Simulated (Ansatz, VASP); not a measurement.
## One calculation of PbO2, two programs

```
O Pb
1.0
     3.44230    0.00000    0.00000
     0.00000    5.08262    0.00000
     0.00000    0.00000   24.57562
O Pb
8 4
Direct
  0.50000 0.15285 0.30023
  0.50000 0.78425 0.37919
  0.00000 0.30552 0.41156
  0.00000 0.71939 0.48560
  0.50000 0.21938 0.51439
  0.50000 0.80552 0.58844
  0.00000 0.28423 0.62081
  0.00000 0.65285 0.69977
  0.00000 0.02316 0.34528
  0.50000 0.51484 0.44863
  0.00000 0.01484 0.55137
  0.50000 0.52315 0.65472
```

Alike in both runs: functional PBE; k mesh 10 × 7 × 1; occupations gaussian, width 0.1 eV; no spin polarisation.

Ansatz relaxed the structure, and its values are those at the end. VASP's run is a single point on that final structure, the one shown.

|  | VASP | Ansatz |
| --- | --- | --- |
| version | VASP 6.6.1 | Ansatz 0.2.0 |
| potentials or method | VASP PAW PBE potentials, release 64 (O, Pb_d), cutoff 520 eV | scalar-relativistic, plane waves, PAW |
| valence electrons in the cell | 104 | 104 |

|  | VASP | Ansatz | Ansatz less VASP |
| --- | --- | --- | --- |
| gap on the k mesh at the Fermi level (eV) | 0.32 | 0.33 | +0.011 |
| least direct gap on the mesh (eV) | 0.32 | 0.33 | +0.011 |
| rms of the force components (eV/Å) | 0.014 | 0.003 | -0.0108 |

The functional is the same, so the differences come from potentials, cutoffs and numerics. Ansatz's warnings: xc potential rough in thin density.

Spin-orbit coupling is off throughout.
